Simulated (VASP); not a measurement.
Wanted: the native input for a VASP 6.6.1 run.

- Task: single point
- Functional: PBE
- Dispersion: D3(BJ)
- Potentials or basis: VASP PAW PBE potentials, release 64 (Zr_sv, B)
- Cutoff: 520 eV
- k mesh: 10 × 10 × 8
- Occupations: fermi-dirac, width 0.05 eV
- Spin: no spin polarisation
- Dipole correction: no
- Further INCAR settings: ALGO = Normal; EDIFF = 1e-06; NBANDS = 16

The structure of ZrB2 lies in POSCAR:

```
ZrB2
1.0
    3.1909939893      0.0000000000      0.0000000000
   -1.5954969947      2.7634818581      0.0000000000
    0.0000000000      0.0000000000      3.5563980329
Zr B
1 2
Direct
    0.0000000000      0.0000000000      0.0000000000
    0.6666666667      0.3333333333      0.5000000000
    0.3333333333      0.6666666667      0.5000000000
```

One way to write it, as run:

INCAR

```
PREC = Accurate ; ENCUT = 520
EDIFF = 1E-6 ; ISMEAR = -1
SIGMA = 0.05 ; LREAL = F
LASPH = T ; NELM = 60
ALGO = Normal ; ISIF = 2
LWAVE = F ; LCHARG = T
GGA = PE ; IVDW = 12
LELF = T ; LVHAR = T
NBANDS = 16
```

KPOINTS

```
regular mesh
0
Gamma
  10 10 8
```

Potentials or basis: VASP PAW PBE potentials, release 64 (Zr_sv, B).

Run with:

```console
$ cat potpaw_PBE.64/Zr_sv/POTCAR potpaw_PBE.64/B/POTCAR > POTCAR
$ mpirun -np 1 vasp_std > vasp.out
```

Results of the run:

The pressure is -9.7 GPa. The band gap on the k mesh is zero (band 9 reaches 10.87 eV, above the bottom of band 10 at 10.08 eV). The dispersion energy per atom is -0.382 eV.

Caveat: pairwise dispersion overbinds metals, which lowers pressure and volume.

Wall time 43 s on 1 thread of Intel Xeon 6975P-C, on a shared host, peak memory 0.18 GiB.
